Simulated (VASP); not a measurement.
# Ta: single point with PBE

The system is Ta.

```
Ta
1.0
    -1.65948    1.65948    1.84618
     1.65948   -1.65948    1.84618
     1.65948    1.65948   -1.84618
Ta
1
Direct
  0.00000 0.00000 0.00000
```

This cell differs from its parent crystal: normal strain along x +0.0000, normal strain along z +0.1125.

```yaml
Program: VASP 6.6.1
Task: single point
Functional: PBE
Potentials_or_basis: VASP PAW PBE potentials, release 64 (Ta_pv)
Cutoff: 520 eV
k_mesh: 18 × 18 × 18
Occupations: gaussian, width 0.15 eV
Spin: no spin polarisation
```

```json
{
 "Pressure": "-16.2 GPa",
 "Band gap on the k mesh": "zero (an odd number of electrons rules out a gap without spin polarisation)"
}
```

Stress tensor (GPa, compression positive):
```
-13.87   0.00   0.00
  0.00 -13.87   0.00
  0.00   0.00 -20.73
```

Levels at points of the mesh, in eV from the Fermi level:
| k point | band 1 | band 2 | band 3 | band 4 | band 5 | band 6 | band 7 | band 8 | band 9 | band 10 |
| --- | --- | --- | --- | --- | --- | --- | --- | --- | --- | --- |
| (0.00, 0.00, 0.00) | -33.62 | -33.61 | -33.61 | -7.50 | 0.39 | 0.39 | 1.46 | 2.69 | 4.09 | 13.39 |
| (0.50, 0.00, 0.00) | -34.40 | -33.83 | -33.62 | -3.97 | -0.83 | 0.88 | 2.46 | 4.43 | 6.40 | 9.60 |
| (0.50, 0.50, 0.00) | -34.37 | -33.92 | -33.66 | -3.85 | -1.98 | 1.53 | 4.30 | 4.75 | 6.72 | 10.20 |
| (0.50, 0.50, 0.50) | -34.27 | -34.09 | -34.09 | -3.35 | -3.05 | 5.61 | 5.89 | 5.96 | 5.96 | 8.47 |

Run time: 2.1 min on 1 thread of Intel Xeon 8259CL (shared host), peak memory 0.23 GiB.

Caveat: the cell differs from its parent crystal (normal strain along x +0.0000, normal strain along z +0.1125); the stress differs along the axes, from -21 to -14 GPa; spin-orbit coupling is left out, which moves the levels of the heavy elements.
